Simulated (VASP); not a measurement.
# Mn: electric field gradients with PBE

Crystal: Mn.

```
CELL_PARAMETERS angstrom
-1.54050 1.54050 1.54050
1.54050 -1.54050 1.54050
1.54050 1.54050 -1.54050
ATOMIC_POSITIONS crystal
Mn 0.00000 0.00000 0.00000
```

This isn't the form of Mn at room conditions, which is a 58-atom cubic cell.

| Item | Value |
| --- | --- |
| Program | VASP 6.6.1 |
| Task | electric field gradients |
| Functional | PBE |
| Potentials or basis | VASP PAW PBE potentials, release 64 (Mn_pv) |
| Cutoff | 520 eV |
| k mesh | 19 × 19 × 19 |
| Occupations | fermi-dirac, width 0.03 eV |
| Spin | collinear spin, ferromagnetic start |
| Starting moments | [4.0] μB |
| Dipole correction | no |
| Further INCAR settings | ALGO = Normal; EDIFF = 1e-08; NBANDS = 16 |

```json
{
 "Pressure": "-15.3 GPa",
 "Net moment": "2.79 μB per cell",
 "Site moments": "Mn +2.73 μB",
 "Largest electric field gradient by atom": "under 0.05 V/Å² on every atom",
 "Valence electrons inside the program's atomic spheres": "Mn 11.55"
}
```

Levels at points of the mesh, in eV from the Fermi level:
Spin up:
| k point | band 4 | band 5 | band 6 | band 7 | band 8 | band 9 | band 10 | band 11 | band 12 | band 13 |
| --- | --- | --- | --- | --- | --- | --- | --- | --- | --- | --- |
| (0.00, 0.00, 0.00) | -7.31 | -1.69 | -1.69 | -1.69 | -0.56 | -0.56 | 21.14 | 21.14 | 21.14 | 26.01 |
Spin down:
```tsv
k point	band 1	band 2	band 3	band 4	band 5	band 6	band 7	band 8	band 9	band 10
(0.00, 0.00, 0.00)	-45.76	-45.76	-45.76	-6.82	0.73	0.73	0.73	2.33	2.33	21.18
```

Run time: 110 s on 1 thread of Intel(R) Xeon(R) Platinum 8124M CPU @ 3.00GHz (Skylake/Cascade Lake) (shared host), peak memory 0.19 GiB.

Caveat: the cell stands under tension.
